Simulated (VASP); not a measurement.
# AlFe (CsCl type) (Pm-3m) in VASP: further runs

AlFe (CsCl type) is run at these levels: HSE06; tasks: single point.

All numbers are computed with VASP 6.6.1; they aren't measurements. Logs are shortened: lines on timing, memory, paths and dates and some standing lists are left out, and cuts for length are marked.

### 1 The cell of the first run

It takes space group Pm-3m (No. 221, cubic). The conventional cell has a = 2.880 Å, b = 2.880 Å, c = 2.880 Å, α = 90.00°, β = 90.00°, γ = 90.00°. Fe (site symmetry m-3m) has 8 Al at 2.49 Å and 6 Fe at 2.88 Å within 3.3 Å. Al (site symmetry m-3m) has 8 Fe at 2.49 Å and 6 Al at 2.88 Å within 3.3 Å.

### 2 Single point, HSE06

POSCAR reads:

```
AlFe
1.0
    2.8795349538      0.0000000000      0.0000000000
    0.0000000000      2.8795349538      0.0000000000
    0.0000000000      0.0000000000      2.8795349538
Fe Al
1 1
Direct
    0.0000000000      0.0000000000      0.0000000000
    0.5000000000      0.5000000000      0.5000000000
```

INCAR.step1 reads:

```
ALGO = Normal ; EDIFF = 1E-5
ENCUT = 520 ; GGA = PE
ISIF = 2 ; ISMEAR = -1
LASPH = T ; LCHARG = F
LREAL = F ; LWAVE = T
NBANDS = 12 ; NELM = 100
PREC = Accurate ; SIGMA = 0.1
```

INCAR.step2 reads:

```
ALGO = Normal ; EDIFF = 1E-7
ENCUT = 520 ; GGA = PE
HFSCREEN = 0.2079 ; ISIF = 2
ISMEAR = -1 ; ISTART = 1
LASPH = T ; LCHARG = F
LHFCALC = T ; LREAL = F
LWAVE = F ; NBANDS = 12
NELM = 100 ; PREC = Accurate
PRECFOCK = Normal ; SIGMA = 0.1
```

KPOINTS reads:

```
k-points
0
Gamma
  4 4 4
```

Potentials or basis: VASP PAW PBE potentials, release 64 (Fe, Al).

Run with:

```console
cat potpaw_PBE.64/Fe/POTCAR potpaw_PBE.64/Al/POTCAR > POTCAR
cp INCAR.step1 INCAR
mpirun -np 1 vasp_std > vasp.out
cp INCAR.step2 INCAR
mpirun -np 1 vasp_std > vasp.out
```

OUTCAR:

```text
EDIFF = 1E-7
   ENCUT = 520
   GGA = PE
   HFSCREEN = 0.2079
   ISIF = 2
   ISMEAR = -1
   ISTART = 1
   LASPH = T
   LHFCALC = T
   LREAL = F
   NELM = 100
   PREC = Accurate
   PRECFOCK = Normal

 ion  position               nearest neighbor table
   1  0.000  0.000  0.000-   2 2.49   2 2.49   2 2.49   2 2.49   2 2.49   2 2.49   2 2.49   2 2.49

   2  0.500  0.500  0.500-   1 2.49   1 2.49   1 2.49   1 2.49   1 2.49   1 2.49   1 2.49   1 2.49

  LATTYP: Found a simple cubic cell.
 ALAT       =     2.8795349538

  Lattice vectors:

 A1 = (   2.8795349538,   0.0000000000,   0.0000000000)
 A2 = (   0.0000000000,   2.8795349538,   0.0000000000)
 A3 = (   0.0000000000,   0.0000000000,   2.8795349538)

Analysis of symmetry for initial positions (statically):
=====================================================================
 Subroutine PRICEL returns:
 Original cell was already a primitive cell.

 Routine SETGRP: Setting up the symmetry group for a
 simple cubic supercell.

 Subroutine GETGRP returns: Found 48 space group operations
 (whereof 48 operations were pure point group operations)
 out of a pool of 48 trial point group operations.

The static configuration has the point symmetry O_h .

Analysis of symmetry for dynamics (positions and initial velocities):
=====================================================================
 Subroutine PRICEL returns:
 Original cell was already a primitive cell.

 Routine SETGRP: Setting up the symmetry group for a
 simple cubic supercell.

 Subroutine GETGRP returns: Found 48 space group operations
 (whereof 48 operations were pure point group operations)
 out of a pool of 48 trial point group operations.

The dynamic configuration has the point symmetry O_h .

 Subroutine INISYM returns: Found 48 space group operations
 (whereof 48 operations are pure point group operations),
 and found     1 'primitive' translations

----------------------------------------------------------------------------------------

                                     Primitive cell

  volume of cell :      23.8763

  direct lattice vectors                    reciprocal lattice vectors
     2.879534954  0.000000000  0.000000000     0.347278299  0.000000000  0.000000000
     0.000000000  2.879534954  0.000000000     0.000000000  0.347278299  0.000000000
     0.000000000  0.000000000  2.879534954     0.000000000  0.000000000  0.347278299
[... 85 lines left out ...]
   EFERMI_NEDOS =   21; number of points for ismear=-14 and -15
   IALGO  =     38    algorithm
   IMIX   =      1    mixing-type and parameters
     AMIX     =   0.40;   BMIX     =  1.00
     AMIX_MAG =   1.60;   BMIX_MAG =  1.00
  volume/ion in A,a.u.               =      11.94        80.56
  Fermi-wavevector in a.u.,A,eV,Ry     =   1.264397  2.389363 21.751622  1.598699
  Thomas-Fermi vector in A             =   2.397704
   LORBIT       =      0    0 simple, 1 ext, 2 COOP (PROOUT), +10 PAW based schemes
   GGA     = PE    functional components
   LHFCALC =     T    Hartree Fock is set to
   PRECFOCK=normal    Normal, Fast or Accurate (Low or Medium for compatibility)
   ENCUT4O =  -1.0   cutoff for four orbital integrals eV
   NKREDX  =     1    reduce k-point grid by
   NKREDY  =     1    reduce k-point grid by
   NKREDZ  =     1    reduce k-point grid by
   AEXX    =    0.2500 exact exchange contribution
   HFSCREEN=    0.2079 screening length (either q_TF or 0.3 A-1)
   HFSCREENC=   0.2079 screening length for correlation (either q_TF or 0.3 A-1)
   ENCUTFOCK=  -1.0 apply spherical cutoff to Coloumb kernel
   IVDW    =     0    specifies the selected vdW correction
   LEPSILON=     F    determine dielectric tensor
   LRPA    =     F    only Hartree local field effects (RPA)
 non-spin polarized calculation
  energy-cutoff  :      520.00
  volume of cell :       23.88
 maximum number of plane-waves:       660
 NGX is ok and might be reduce to    24
  NGX = 18; NGY = 18; NGZ = 18

 number of electron      10.9999994 magnetization

 Free energy of the ion-electron system (eV)
  ---------------------------------------------------
  ext. energy  EPLUGINS =         0.00000000
  ---------------------------------------------------
  free energy    TOTEN  =       -15.08554065 eV

  energy without entropy =      -15.05057245  energy(sigma->0) =      -15.06805655

 E-fermi :   7.2288     XC(G=0):  -9.8953

 val. band max:        7.1811421532   @ k =   0.2500   0.0000   0.0000
 cond. band min:       7.2779992642   @ k =   0.5000   0.0000   0.0000
 fundamental gap:      0.0968571110
 Fermi energy:         7.2288495337

 k-point     1 :       0.0000    0.0000    0.0000
  band No.  band energies     occupation
      1      -3.9498      2.00000
      2       5.1391      2.00000
      3       5.1391      2.00000
      4       7.0869      1.61051
      5       7.0869      1.61046
      6       7.0869      1.61044
      7      14.8644      0.00000
      8      14.8644      0.00000
      9      14.8644      0.00000
     10      18.3806      0.00000
     11      18.3806      0.00000
     12      24.7187      0.00000
[... 121 lines left out ...]
 k-point    10 :       0.5000    0.5000    0.5000
  band No.  band energies     occupation
      1       3.3547      2.00000
      2       3.3547      2.00000
      3       3.3547      2.00000
      4       9.3725      0.00000
      5       9.3725      0.00000
      6      11.2593      0.00000
      7      11.2593      0.00000
      8      11.2593      0.00000
      9      12.5696      0.00000
     10      14.5839      0.00000
     11      14.5839      0.00000
     12      14.5839      0.00000

------------------------ aborting loop because EDIFF is reached ----------------------------------------

  FORCE on cell =-STRESS in cart. coord.  units (eV):
  Direction    XX          YY          ZZ          XY          YZ          ZX
  --------------------------------------------------------------------------------------
  -------------------------------------------------------------------------------------
  Total       -1.7518145     -1.7518145     -1.7518145     -0.0000000     -0.0000000      0.0000000
  in kB     -117.5524384   -117.5524384   -117.5524384     -0.0000000     -0.0000000      0.0000000
  external PRESSURE =    -117.5524384 kB  Pullay stress =       0.0000000 kB

 VOLUME and BASIS-vectors are now :
 -----------------------------------------------------------------------------
  energy-cutoff  :      520.00
  volume of cell :       23.88
      direct lattice vectors                 reciprocal lattice vectors
     2.879534954  0.000000000  0.000000000     0.347278299  0.000000000  0.000000000
     0.000000000  2.879534954  0.000000000     0.000000000  0.347278299  0.000000000
     0.000000000  0.000000000  2.879534954     0.000000000  0.000000000  0.347278299

 POSITION                                       TOTAL-FORCE (eV/Angst)
 -----------------------------------------------------------------------------------
      0.00000      0.00000      0.00000         0.000000      0.000000      0.000000
      1.43977      1.43977      1.43977         0.000000      0.000000      0.000000
 -----------------------------------------------------------------------------------
    total drift:                                0.000002      0.000003      0.000002

  FREE ENERGIE OF THE ION-ELECTRON SYSTEM (eV)
  ---------------------------------------------------
  free  energy   TOTEN  =       -15.0855406488 eV

  energy  without entropy=      -15.0505724507  energy(sigma->0) =      -15.06805655
```

OSZICAR.step1:

```text
N       E                     dE             d eps       ncg     rms          rms(c)
DAV:   1     0.305285159098E+02    0.30529E+02   -0.50287E+03   256   0.952E+02
DAV:   2    -0.133201287365E+02   -0.43849E+02   -0.40300E+02   240   0.161E+02
DAV:   3    -0.146260021825E+02   -0.13059E+01   -0.12901E+01   316   0.325E+01
DAV:   4    -0.146451957120E+02   -0.19194E-01   -0.19186E-01   264   0.345E+00
DAV:   5    -0.146458578945E+02   -0.66218E-03   -0.66217E-03   292   0.755E-01    0.136E+01
DAV:   6    -0.165634787682E+02   -0.19176E+01   -0.49676E+01   260   0.987E+01    0.177E+01
DAV:   7    -0.127872704318E+02    0.37762E+01   -0.29955E+01   264   0.633E+01    0.236E+00
DAV:   8    -0.127669963370E+02    0.20274E-01   -0.14684E-01   280   0.331E+00    0.145E+00
DAV:   9    -0.127550506324E+02    0.11946E-01   -0.36415E-02   280   0.251E+00    0.331E-01
DAV:  10    -0.127546619147E+02    0.38872E-03   -0.15185E-03   340   0.477E-01    0.158E-01
DAV:  11    -0.127546469085E+02    0.15006E-04   -0.19307E-05   240   0.391E-02    0.225E-02
DAV:  12    -0.127546424427E+02    0.44658E-05   -0.21950E-05   144   0.562E-02
   1 F= -.12754642E+02 E0= -.12724733E+02  d E =-.598182E-01
```

Wall time 4.8 min (1 thread of AMD EPYC 7R43 (Zen 3), shared host); peak memory 0.21 GiB.

Results:

```
Free energy            : -15.0855 eV
Pressure               : -11.8 GPa
Band gap on the k mesh : zero (an odd number of electrons rules out a gap without spin polarisation)
```

Caveat: the k points lie up to 0.55 Å⁻¹ apart, too coarse for converged energies and pressures of a metal; the PAW data sets were made with another functional, which shifts forces and pressure a little; the run has no spin polarisation, though such a crystal can be magnetic. Spin polarisation is off, so any magnetic state and its effect on volume and gap are missing.

### 3 Single point, HSE06

POSCAR is that of step 2.

INCAR.step1 reads:

```
SYSTEM = AlFe
PREC = Accurate ; ENCUT = 520
EDIFF = 1E-5 ; ISMEAR = -1
SIGMA = 0.1 ; LREAL = .False.
LASPH = .True. ; NELM = 60
ALGO = Normal ; ISIF = 2
LWAVE = .True. ; LCHARG = .False.
GGA = PE ; NBANDS = 12
```

INCAR.step2 reads:

```
SYSTEM = AlFe
PREC = Accurate ; ENCUT = 520
EDIFF = 1E-7 ; ISMEAR = -1
SIGMA = 0.1 ; LREAL = .False.
LASPH = .True. ; NELM = 60
ALGO = Normal ; ISIF = 2
LWAVE = .False. ; LCHARG = .False.
GGA = PE ; LHFCALC = .True.
HFSCREEN = 0.2079 ; PRECFOCK = Normal
ISTART = 1 ; NBANDS = 12
```

KPOINTS reads:

```
regular mesh
0
Gamma
  4 4 4
  0 0 0
```

Potentials or basis: VASP PAW PBE potentials, release 64 (Fe, Al).

Run with:

```console
cat potpaw_PBE.64/Fe/POTCAR potpaw_PBE.64/Al/POTCAR > POTCAR
cp INCAR.step1 INCAR
mpirun -np 1 vasp_std > vasp.out
cp INCAR.step2 INCAR
mpirun -np 1 vasp_std > vasp.out
```

OUTCAR:

```text
SYSTEM = AlFe
   PREC = Accurate
   ENCUT = 520
   EDIFF = 1E-7
   ISMEAR = -1
   LREAL = .False.
   LASPH = .True.
   NELM = 60
   ISIF = 2
   GGA = PE
   LHFCALC = .True.
   HFSCREEN = 0.2079
   PRECFOCK = Normal
   ISTART = 1

 ion  position               nearest neighbor table
   1  0.000  0.000  0.000-   2 2.49   2 2.49   2 2.49   2 2.49   2 2.49   2 2.49   2 2.49   2 2.49

   2  0.500  0.500  0.500-   1 2.49   1 2.49   1 2.49   1 2.49   1 2.49   1 2.49   1 2.49   1 2.49

  LATTYP: Found a simple cubic cell.
 ALAT       =     2.8795349538

  Lattice vectors:

 A1 = (   2.8795349538,   0.0000000000,   0.0000000000)
 A2 = (   0.0000000000,   2.8795349538,   0.0000000000)
 A3 = (   0.0000000000,   0.0000000000,   2.8795349538)

Analysis of symmetry for initial positions (statically):
=====================================================================
 Subroutine PRICEL returns:
 Original cell was already a primitive cell.

 Routine SETGRP: Setting up the symmetry group for a
 simple cubic supercell.

 Subroutine GETGRP returns: Found 48 space group operations
 (whereof 48 operations were pure point group operations)
[... 168 lines left out ...]
      3       5.1391      2.00000
      4       7.0869      1.61051
      5       7.0869      1.61046
      6       7.0869      1.61044
      7      14.8644      0.00000
      8      14.8644      0.00000
      9      14.8644      0.00000
     10      18.3806      0.00000
     11      18.3806      0.00000
     12      24.7187      0.00000
[... 121 lines left out ...]
 k-point    10 :       0.5000    0.5000    0.5000
  band No.  band energies     occupation
      1       3.3547      2.00000
      2       3.3547      2.00000
      3       3.3547      2.00000
      4       9.3725      0.00000
      5       9.3725      0.00000
      6      11.2593      0.00000
      7      11.2593      0.00000
      8      11.2593      0.00000
      9      12.5696      0.00000
     10      14.5839      0.00000
     11      14.5839      0.00000
     12      14.5839      0.00000

------------------------ aborting loop because EDIFF is reached ----------------------------------------

  FORCE on cell =-STRESS in cart. coord.  units (eV):
  Direction    XX          YY          ZZ          XY          YZ          ZX
  --------------------------------------------------------------------------------------
  -------------------------------------------------------------------------------------
  Total       -1.7518145     -1.7518145     -1.7518145     -0.0000000     -0.0000000      0.0000000
  in kB     -117.5524384   -117.5524384   -117.5524384     -0.0000000     -0.0000000      0.0000000
  external PRESSURE =    -117.5524384 kB  Pullay stress =       0.0000000 kB

 VOLUME and BASIS-vectors are now :
 -----------------------------------------------------------------------------
  energy-cutoff  :      520.00
  volume of cell :       23.88
      direct lattice vectors                 reciprocal lattice vectors
     2.879534954  0.000000000  0.000000000     0.347278299  0.000000000  0.000000000
     0.000000000  2.879534954  0.000000000     0.000000000  0.347278299  0.000000000
     0.000000000  0.000000000  2.879534954     0.000000000  0.000000000  0.347278299

 POSITION                                       TOTAL-FORCE (eV/Angst)
 -----------------------------------------------------------------------------------
      0.00000      0.00000      0.00000         0.000000      0.000000      0.000000
      1.43977      1.43977      1.43977         0.000000      0.000000      0.000000
 -----------------------------------------------------------------------------------
    total drift:                                0.000002      0.000003      0.000002

  FREE ENERGIE OF THE ION-ELECTRON SYSTEM (eV)
  ---------------------------------------------------
  free  energy   TOTEN  =       -15.0855406488 eV

  energy  without entropy=      -15.0505724507  energy(sigma->0) =      -15.06805655
```

OUTCAR.step1:

```text
SYSTEM = AlFe
   PREC = Accurate
   ENCUT = 520
   EDIFF = 1E-5
   ISMEAR = -1
   LREAL = .False.
[... 356 lines left out ...]
      0.00000      0.00000      0.00000         0.000000      0.000000      0.000000
      1.43977      1.43977      1.43977         0.000000      0.000000      0.000000
 -----------------------------------------------------------------------------------
    total drift:                               -0.000000      0.000000      0.000000

  FREE ENERGIE OF THE ION-ELECTRON SYSTEM (eV)
  ---------------------------------------------------
  free  energy   TOTEN  =       -12.7546424427 eV

  energy  without entropy=      -12.6948242145  energy(sigma->0) =      -12.72473333
```

OSZICAR.step1:

```text
N       E                     dE             d eps       ncg     rms          rms(c)
DAV:   1     0.305285159098E+02    0.30529E+02   -0.50287E+03   256   0.952E+02
DAV:   2    -0.133201287365E+02   -0.43849E+02   -0.40300E+02   240   0.161E+02
DAV:   3    -0.146260021825E+02   -0.13059E+01   -0.12901E+01   316   0.325E+01
DAV:   4    -0.146451957120E+02   -0.19194E-01   -0.19186E-01   264   0.345E+00
DAV:   5    -0.146458578945E+02   -0.66218E-03   -0.66217E-03   292   0.755E-01    0.136E+01
DAV:   6    -0.165634787682E+02   -0.19176E+01   -0.49676E+01   260   0.987E+01    0.177E+01
DAV:   7    -0.127872704318E+02    0.37762E+01   -0.29955E+01   264   0.633E+01    0.236E+00
DAV:   8    -0.127669963370E+02    0.20274E-01   -0.14684E-01   280   0.331E+00    0.145E+00
DAV:   9    -0.127550506324E+02    0.11946E-01   -0.36415E-02   280   0.251E+00    0.331E-01
DAV:  10    -0.127546619147E+02    0.38872E-03   -0.15185E-03   340   0.477E-01    0.158E-01
DAV:  11    -0.127546469085E+02    0.15006E-04   -0.19307E-05   240   0.391E-02    0.225E-02
DAV:  12    -0.127546424427E+02    0.44658E-05   -0.21950E-05   144   0.562E-02
   1 F= -.12754642E+02 E0= -.12724733E+02  d E =-.598182E-01
```

Run time: 4.3 min. Hardware: 1 thread of AMD EPYC 7R43 (Zen 3), shared host; peak memory 0.21 GiB.

What came out:

| Item | Value |
| --- | --- |
| Free energy | -15.0855 eV |
| Pressure | -11.8 GPa |
| Band gap on the k mesh | zero (an odd number of electrons rules out a gap without spin polarisation) |

Caveat: the k points lie up to 0.55 Å⁻¹ apart, too coarse for converged energies and pressures of a metal; the PAW data sets were made with another functional, which shifts forces and pressure a little; the run has no spin polarisation, though such a crystal can be magnetic.

[end of part 1 of 2]

The gap in the log of VASP goes by the Fermi energy; the results here count the filled bands.